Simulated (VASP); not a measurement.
Write the native input for VASP 6.6.1 that does the following.

| Quantity | Value |
| --- | --- |
| Task | single point |
| Functional | PBEsol |
| Potentials or basis | VASP PAW PBE potentials, release 64 (Ge_d) |
| Cutoff | 520 eV |
| k mesh | 6 × 6 × 6 |
| Occupations | fermi-dirac, width 0.1 eV |
| Spin | no spin polarisation |
| Dipole correction | no |
| Further INCAR settings | ALGO = Normal; EDIFF = 1e-06; NBANDS = 21 |

The structure of Ge lies in POSCAR:

```
Ge
1.0
    0.0000000000      2.7513662564      2.7513662564
    2.7513662564      0.0000000000      2.7513662564
    2.7513662564      2.7513662564      0.0000000000
Ge
2
Direct
    0.0000000000      0.0000000000      0.0000000000
    0.2500000000      0.2500000000      0.2500000000
```

The input as run:

INCAR

```
PREC     = Accurate       # precision mode
ENCUT    = 520            # plane-wave cutoff, eV
EDIFF    = 1E-6           # SCF threshold, eV
ISMEAR   = -1             # smearing method
SIGMA    = 0.1            # smearing width, eV
LREAL    = False          # projectors in reciprocal space
LASPH    = True           # aspherical terms in the spheres
NELM     = 80             # most SCF steps
ALGO     = Normal         # electronic algorithm
ISIF     = 2              # what is computed and relaxed
LWAVE    = False          # write WAVECAR
LCHARG   = False          # write CHGCAR
GGA      = PS             # functional
NBANDS   = 21             # bands
```

KPOINTS

```
regular mesh
0
Gamma
  6 6 6
```

Potentials or basis: VASP PAW PBE potentials, release 64 (Ge_d).

Launch:

```bash
$ cat potpaw_PBE.64/Ge_d/POTCAR > POTCAR
$ mpirun -np 1 vasp_std > vasp.out
```

Results of the run:

- Pressure: 7.6 GPa
- Band gap on the k mesh: 0.39 eV, indirect (least direct gap 0.78 eV)

Caveat: the PAW data sets were made with another functional, which shifts forces and pressure a little.

Wall time 11 s on 1 thread of Intel Xeon 6975P-C (shared host), peak memory 0.16 GiB.
